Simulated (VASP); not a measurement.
# Ti (P4/nmm) in VASP: single point with LDA

Aim: the single point of Ti with LDA.

Everything below comes from runs of VASP 6.6.1. Logs are shortened: lines on timing, memory, paths and dates and some standing lists are left out, and cuts for length are marked.

## (1) The cell of the first run

Symmetry: P4/nmm, No. 129, tetragonal system. The conventional cell has a = 3.702 Å, b = 3.702 Å, c = 8.214 Å, α = 90.00°, β = 90.00°, γ = 90.00°. Ti (site symmetry 4mm) has 12 Ti at 3.70 to 4.89 Å within 4.9 Å.

## (2) Single point, LDA

The input, INCAR:

```
SYSTEM = Ti
PREC = Accurate ; ENCUT = 520
EDIFF = 1E-7 ; ISMEAR = 0
SIGMA = 0.1 ; LREAL = .FALSE.
LASPH = .TRUE. ; NELM = 100
ALGO = Normal ; ISIF = 2
LWAVE = .FALSE. ; LCHARG = .FALSE.
GGA = CA ; NBANDS = 19
```

The input, KPOINTS:

```
Automatic mesh
0
G
  6 6 3
  0 0 0
```

The input, POSCAR:

```
Ti
1.0
    3.7022000000      0.0000000000      0.0000000000
    0.0000000000      3.7022000000      0.0000000000
    0.0000000000      0.0000000000      8.2137000000
Ti
2
Direct
    0.5000000000      0.0000000000      0.2487500000
    0.0000000000      0.5000000000      0.7512500000
```

Potentials or basis: VASP PAW LDA potentials, release 64 (Ti_sv).

On the command line:

```sh
cat potpaw_LDA.64/Ti_sv/POTCAR > POTCAR
mpirun -np 1 vasp_std > vasp.out
```

OUTCAR:

```text
SYSTEM = Ti
   PREC = Accurate
   ENCUT = 520
   EDIFF = 1E-7
   ISMEAR = 0
   LREAL = .FALSE.
   LASPH = .TRUE.
   NELM = 100
   ISIF = 2
   GGA = CA

 ion  position               nearest neighbor table
   1  0.500  0.000  0.249-
   2  0.000  0.500  0.751-

  LATTYP: Found a simple tetragonal cell.
 ALAT       =     3.7022000000
 C/A-ratio  =     2.2185997515

  Lattice vectors:

 A1 = (   3.7022000000,   0.0000000000,   0.0000000000)
 A2 = (   0.0000000000,   3.7022000000,   0.0000000000)
 A3 = (   0.0000000000,   0.0000000000,   8.2137000000)

Analysis of symmetry for initial positions (statically):
=====================================================================
 Subroutine PRICEL returns:
 Original cell was already a primitive cell.

 Routine SETGRP: Setting up the symmetry group for a
 simple tetragonal supercell.

 Subroutine GETGRP returns: Found 16 space group operations
 (whereof  8 operations were pure point group operations)
 out of a pool of 16 trial point group operations.

The static configuration has the point symmetry D_2d.
 The point group associated with its full space group is D_4h.

Analysis of symmetry for dynamics (positions and initial velocities):
=====================================================================
 Subroutine PRICEL returns:
 Original cell was already a primitive cell.

 Routine SETGRP: Setting up the symmetry group for a
 simple tetragonal supercell.

 Subroutine GETGRP returns: Found 16 space group operations
 (whereof  8 operations were pure point group operations)
 out of a pool of 16 trial point group operations.

The dynamic configuration has the point symmetry D_2d.
 The point group associated with its full space group is D_4h.

 Subroutine INISYM returns: Found 16 space group operations
 (whereof  8 operations are pure point group operations),
 and found     1 'primitive' translations

----------------------------------------------------------------------------------------

                                     Primitive cell

  volume of cell :     112.5793

  direct lattice vectors                    reciprocal lattice vectors
     3.702200000  0.000000000  0.000000000     0.270109665  0.000000000  0.000000000
     0.000000000  3.702200000  0.000000000     0.000000000  0.270109665  0.000000000
     0.000000000  0.000000000  8.213700000     0.000000000  0.000000000  0.121747812

  length of vectors
     3.702200000  3.702200000  8.213700000     0.270109665  0.270109665  0.121747812

  position of ions in fractional coordinates (direct lattice)
     0.500000000  0.000000000  0.248750000
     0.000000000  0.500000000  0.751250000

  ion indices of the primitive-cell ions
   primitive index   ion index
                 1           1
                 2           2

----------------------------------------------------------------------------------------

 KPOINTS: Automatic mesh

Automatic generation of k-mesh.
 Grid dimensions read from file:
 generate k-points for:    6    6    3

 Generating k-lattice:

  Cartesian coordinates                     Fractional coordinates (reciprocal lattice)
     0.045018277  0.000000000  0.000000000     0.166666667  0.000000000  0.000000000
     0.000000000  0.045018277  0.000000000     0.000000000  0.166666667  0.000000000
     0.000000000  0.000000000  0.040582604     0.000000000  0.000000000  0.333333333

  Length of vectors
     0.045018277  0.045018277  0.040582604

  Shift w.r.t. Gamma in fractional coordinates (k-lattice)
     0.000000000  0.000000000  0.000000000

 Subroutine IBZKPT returns following result:
 ===========================================

 Found     20 irreducible k-points:

 Following reciprocal coordinates:
            Coordinates               Weight
  0.000000  0.000000  0.000000      1.000000
  0.166667  0.000000  0.000000      4.000000
  0.333333  0.000000  0.000000      4.000000
  0.500000  0.000000  0.000000      2.000000
  0.166667  0.166667  0.000000      4.000000
  0.333333  0.166667  0.000000      8.000000
[... 12 lines left out ...]
  0.500000  0.333333  0.333333      8.000000
  0.500000  0.500000  0.333333      2.000000
   k-points           NKPTS =     20   k-points in BZ     NKDIM =     20   number of bands    NBANDS=     19
   number of dos      NEDOS =    301   number of ions     NIONS =      2
   total plane-waves  NPLWV =  50176
   dimension x,y,z NGX =    28 NGY =   28 NGZ =   64
   dimension x,y,z NGXF=    56 NGYF=   56 NGZF=  128
   ions per type =               2
   NGX,Y,Z   is equivalent  to a cutoff of  12.57, 12.57, 12.95 a.u.
   NGXF,Y,Z  is equivalent  to a cutoff of  25.15, 25.15, 25.91 a.u.
 SYSTEM =  Ti
   PREC   = accura    normal or accurate (medium, high low for compatibility)
   ISTART =      0    job   : 0-new  1-cont  2-samecut
   ICHARG =      2    charge: 1-file 2-atom 10-const
   ISPIN  =      1    spin polarized calculation?
   LNONCOLLINEAR =      F non collinear calculations
   LSORBIT =      F    spin-orbit coupling
   LASPH  =      T    aspherical Exc in radial PAW
   ENCUT  =  520.0 eV  38.22 Ry    6.18 a.u.   6.88  6.88 15.27*2*pi/ulx,y,z
   NELM   =    100;   NELMIN=  2; NELMDL= -5     # of ELM steps
   EDIFF  = 0.1E-06   stopping-criterion for ELM
   LREAL  =      F    real-space projection
   EDIFFG = 0.1E-05   stopping-criterion for IOM
   NSW    =      0    number of steps for IOM
   IBRION =     -1    ionic relax: 0-MD 1-quasi-New 2-CG
   NFREE  =      0    steps in history (QN), initial steepest desc. (CG)
   ISIF   =      2    stress and relaxation
   ISYM   =      2    0-nonsym 1-usesym 2-fastsym
   POTIM  = 0.5000    time-step for ionic-motion
   TEBEG  =    0.0;   TEEND  =   0.0 temperature during run
   PSTRESS=    0.0 pullay stress
   NELECT =      24.0000    total number of electrons
   NUPDOWN=      -1.0000    fix difference up-down
   EMIN   =  10.00;   EMAX   =-10.00  energy-range for DOS
   EFERMI =   0.00;   METHOD = LEGACY
   ISMEAR =     0;   SIGMA  =   0.10  broadening in eV -4-tet -1-fermi 0-gaus
   EFERMI_NEDOS =   21; number of points for ismear=-14 and -15
   IALGO  =     38    algorithm
   IMIX   =      4    mixing-type and parameters
     AMIX     =   0.40;   BMIX     =  1.00
     AMIX_MAG =   1.60;   BMIX_MAG =  1.00
  volume/ion in A,a.u.               =      56.29       379.86
  Fermi-wavevector in a.u.,A,eV,Ry     =   0.977970  1.848096 13.012967  0.956426
  Thomas-Fermi vector in A             =   2.108709
   LORBIT       =      0    0 simple, 1 ext, 2 COOP (PROOUT), +10 PAW based schemes
   GGA     = CA    functional components
   LHFCALC =     F    Hartree Fock is set to
   AEXX    =    0.0000 exact exchange contribution
   IVDW    =     0    specifies the selected vdW correction
   LEPSILON=     F    determine dielectric tensor
   LRPA    =     F    only Hartree local field effects (RPA)
 non-spin polarized calculation
 Gauss-broadening in eV      SIGMA  =   0.10
  energy-cutoff  :      520.00
  volume of cell :      112.58
 maximum number of plane-waves:      3055
 NGX is ok and might be reduce to    28
   NGX = 13   NGY = 13   NGZ = 31

 number of electron      23.9999989 magnetization

 Free energy of the ion-electron system (eV)
  ---------------------------------------------------
  ext. energy  EPLUGINS =         0.00000000
  ---------------------------------------------------
  free energy    TOTEN  =        -8.27425359 eV

  energy without entropy =       -8.18545373  energy(sigma->0) =       -8.22985366

 E-fermi :   0.2674     XC(G=0):  -7.0778

 val. band max:        0.2626352568   @ k =   0.5000   0.5000   0.3333
 cond. band min:       0.2770290490   @ k =   0.5000   0.1667   0.0000
 fundamental gap:      0.0143937922
 Fermi energy:         0.2674431641

 k-point     1 :       0.0000    0.0000    0.0000
  band No.  band energies     occupation
      1     -56.9047      2.00000
      2     -56.9046      2.00000
      3     -33.6279      2.00000
      4     -33.6263      2.00000
      5     -33.4524      2.00000
      6     -33.4524      2.00000
[... 11 lines left out ...]
     18       0.9985      0.00000
     19       1.0632      0.00000

 k-point     2 :       0.1667    0.0000    0.0000
  band No.  band energies     occupation
      1     -56.9043      2.00000
      2     -56.9042      2.00000
      3     -33.6272      2.00000
      4     -33.6258      2.00000
      5     -33.4590      2.00000
      6     -33.4588      2.00000
[... 11 lines left out ...]
     18       1.0569      0.00000
     19       1.1277      0.00000

 k-point     3 :       0.3333    0.0000    0.0000
  band No.  band energies     occupation
      1     -56.9035      2.00000
      2     -56.9035      2.00000
      3     -33.6259      2.00000
      4     -33.6250      2.00000
      5     -33.4721      2.00000
      6     -33.4720      2.00000
[... 11 lines left out ...]
     18       0.9395      0.00000
     19       1.0115      0.00000

 k-point     4 :       0.5000    0.0000    0.0000
  band No.  band energies     occupation
      1     -56.9031      2.00000
      2     -56.9031      2.00000
      3     -33.6249      2.00000
      4     -33.6249      2.00000
      5     -33.4786      2.00000
      6     -33.4786      2.00000
[... 11 lines left out ...]
     18       0.9827      0.00000
     19       1.4501      0.00000

 k-point     5 :       0.1667    0.1667    0.0000
  band No.  band energies     occupation
      1     -56.9039      2.00000
      2     -56.9038      2.00000
      3     -33.6266      2.00000
      4     -33.6254      2.00000
      5     -33.4585      2.00000
      6     -33.4584      2.00000
[... 11 lines left out ...]
     18       1.0047      0.00000
     19       1.0109      0.00000

 k-point     6 :       0.3333    0.1667    0.0000
  band No.  band energies     occupation
      1     -56.9031      2.00000
      2     -56.9031      2.00000
      3     -33.6253      2.00000
      4     -33.6246      2.00000
      5     -33.4715      2.00000
      6     -33.4714      2.00000
[... 11 lines left out ...]
     18       0.8657      0.00000
     19       0.8971      0.00000

 k-point     7 :       0.5000    0.1667    0.0000
  band No.  band energies     occupation
      1     -56.9027      2.00000
      2     -56.9027      2.00000
      3     -33.6244      2.00000
      4     -33.6244      2.00000
      5     -33.4780      2.00000
      6     -33.4780      2.00000
[... 11 lines left out ...]
     18       0.8468      0.00000
     19       1.7336      0.00000

 k-point     8 :       0.3333    0.3333    0.0000
  band No.  band energies     occupation
      1     -56.9023      2.00000
      2     -56.9023      2.00000
      3     -33.6241      2.00000
      4     -33.6236      2.00000
      5     -33.4705      2.00000
      6     -33.4704      2.00000
[... 168 lines left out ...]
 k-point    16 :       0.3333    0.1667    0.3333
  band No.  band energies     occupation
      1     -56.9031      2.00000
      2     -56.9031      2.00000
      3     -33.6251      2.00000
      4     -33.6247      2.00000
      5     -33.4715      2.00000
      6     -33.4714      2.00000
[... 11 lines left out ...]
     18       0.8352      0.00000
     19       0.9333      0.00000

 k-point    17 :       0.5000    0.1667    0.3333
  band No.  band energies     occupation
      1     -56.9027      2.00000
      2     -56.9027      2.00000
      3     -33.6244      2.00000
      4     -33.6244      2.00000
      5     -33.4780      2.00000
      6     -33.4780      2.00000
[... 11 lines left out ...]
     18       0.8458      0.00000
     19       1.6385      0.00000

 k-point    18 :       0.3333    0.3333    0.3333
  band No.  band energies     occupation
      1     -56.9023      2.00000
      2     -56.9023      2.00000
      3     -33.6240      2.00000
      4     -33.6238      2.00000
      5     -33.4705      2.00000
      6     -33.4704      2.00000
[... 11 lines left out ...]
     18       0.9087      0.00000
     19       0.9639      0.00000

 k-point    19 :       0.5000    0.3333    0.3333
  band No.  band energies     occupation
      1     -56.9019      2.00000
      2     -56.9019      2.00000
      3     -33.6233      2.00000
      4     -33.6233      2.00000
      5     -33.4768      2.00000
      6     -33.4768      2.00000
[... 11 lines left out ...]
     18       0.9813      0.00000
     19       2.2794      0.00000

 k-point    20 :       0.5000    0.5000    0.3333
  band No.  band energies     occupation
      1     -56.9015      2.00000
      2     -56.9015      2.00000
      3     -33.6228      2.00000
      4     -33.6228      2.00000
      5     -33.4763      2.00000
      6     -33.4763      2.00000
[... 11 lines left out ...]
     18       1.5343      0.00000
     19       2.8702      0.00000

------------------------ aborting loop because EDIFF is reached ----------------------------------------

  FORCE on cell =-STRESS in cart. coord.  units (eV):
  Direction    XX          YY          ZZ          XY          YZ          ZX
  --------------------------------------------------------------------------------------
  -------------------------------------------------------------------------------------
  Total       -8.6011536     -8.6011536     -5.5588230      0.0000000      0.0000000      0.0000000
  in kB     -122.4076886   -122.4076886    -79.1106285      0.0000000      0.0000000      0.0000000
  external PRESSURE =    -107.9753353 kB  Pullay stress =       0.0000000 kB

 VOLUME and BASIS-vectors are now :
 -----------------------------------------------------------------------------
  energy-cutoff  :      520.00
  volume of cell :      112.58
      direct lattice vectors                 reciprocal lattice vectors
     3.702200000  0.000000000  0.000000000     0.270109665  0.000000000  0.000000000
     0.000000000  3.702200000  0.000000000     0.000000000  0.270109665  0.000000000
     0.000000000  0.000000000  8.213700000     0.000000000  0.000000000  0.121747812

 POSITION                                       TOTAL-FORCE (eV/Angst)
 -----------------------------------------------------------------------------------
      1.85110      0.00000      2.04316        -0.000000      0.000000     -0.023757
      0.00000      1.85110      6.17054         0.000000      0.000000      0.023757
 -----------------------------------------------------------------------------------
    total drift:                                0.000000      0.000000      0.000000

  FREE ENERGIE OF THE ION-ELECTRON SYSTEM (eV)
  ---------------------------------------------------
  free  energy   TOTEN  =        -8.2742535860 eV

  energy  without entropy=       -8.1854537256  energy(sigma->0) =       -8.22985366
```

It took 62 s on 1 thread of Intel Xeon 6975P-C, shared host; peak memory 0.19 GiB.

Results:

- Free energy: -8.2743 eV
- Pressure: -10.8 GPa
- Largest force: 0.024 eV/Å
- Band gap on the k mesh: zero (band 12 reaches 0.39 eV, above the bottom of band 13 at 0.14 eV)

Forces on the atoms (eV/Å):
```
Ti   0.000  0.000 -0.024
Ti   0.000  0.000  0.024
```
